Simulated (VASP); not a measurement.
Write the native input for VASP 6.6.1 that does the following.

```yaml
Task: relaxation of the atoms
Functional: PBE
Potentials_or_basis: VASP PAW PBE potentials, release 64 (W_sv, C)
Cutoff: 520 eV
k_mesh: 2 × 2 × 1
Occupations: fermi-dirac, width 0.1 eV
Spin: no spin polarisation
Dipole_correction: no
Atoms_held_fixed_from_0: "[0, 2, 4, 6]"
Further_INCAR_settings: LREAL = Auto; ALGO = Normal; EDIFF = 1e-06; IBRION = 2; EDIFFG = -0.08; NSW = 45
```

The structure of WC lies in POSCAR:

```
WC
1.0
    5.6815000000      0.0000000000      0.0000000000
   -2.8407500000      4.9203230000      0.0000000000
    0.0000000000      0.0000000000     15.1839650000
W C
8 8
Selective dynamics
Direct
    0.0000000000      0.0000000000      0.0658590000  F F F
    0.0000000000      0.0000000000      0.2495600000  T T T
    0.0000000000      0.5000000000      0.0658590000  F F F
    0.0000000000      0.5000000000      0.2495600000  T T T
    0.5000000000      0.0000000000      0.0658590000  F F F
    0.5000000000      0.0000000000      0.2495600000  T T T
    0.5000000000      0.5000000000      0.0658590000  F F F
    0.5000000000      0.5000000000      0.2495600000  T T T
    0.3333333000      0.1666667000      0.1577095000  T T T
    0.3333333000      0.1666667000      0.3414105000  T T T
    0.3333333000      0.6666667000      0.1577095000  T T T
    0.3333333000      0.6666667000      0.3414105000  T T T
    0.8333333000      0.1666667000      0.1577095000  T T T
    0.8333333000      0.1666667000      0.3414105000  T T T
    0.8333333000      0.6666667000      0.1577095000  T T T
    0.8333333000      0.6666667000      0.3414105000  T T T
```

The input as run:

INCAR

```
ALGO     = Normal         # electronic algorithm
EDIFF    = 1E-6           # SCF threshold, eV
EDIFFG   = -0.08          # ionic threshold
ENCUT    = 520            # plane-wave cutoff, eV
GGA      = PE             # functional
IBRION   = 2              # ionic algorithm
ISIF     = 2              # what is computed and relaxed
ISMEAR   = -1             # smearing method
LASPH    = T              # aspherical terms in the spheres
LCHARG   = F              # write CHGCAR
LREAL    = Auto         
LWAVE    = F              # write WAVECAR
NELM     = 80             # most SCF steps
NSW      = 45             # ionic steps
PREC     = Accurate       # precision mode
SIGMA    = 0.1            # smearing width, eV
```

KPOINTS

```
k-points
0
Gamma
  2 2 1
```

Potentials or basis: VASP PAW PBE potentials, release 64 (W_sv, C).

Launch:

```sh
$ cat potpaw_PBE.64/W_sv/POTCAR potpaw_PBE.64/C/POTCAR > POTCAR
$ mpirun -np 1 vasp_std > vasp.out
```

Results of the run:

| Quantity | Value |
| --- | --- |
| Energy gained by relaxing | 181.0 meV/atom |
| Ionic steps | 9 |
| Band gap on the k mesh | zero (bands 72 and 73 overlap by 0.47 eV) |

Caveat: the k points lie up to 0.64 Å⁻¹ apart; there is no dipole correction, which matters where the two faces differ; spin-orbit coupling is left out, which moves the levels of the heavy elements.

Run time: 29 min on 1 thread of Intel Xeon 8259CL, on a shared host, peak memory 0.55 GiB.
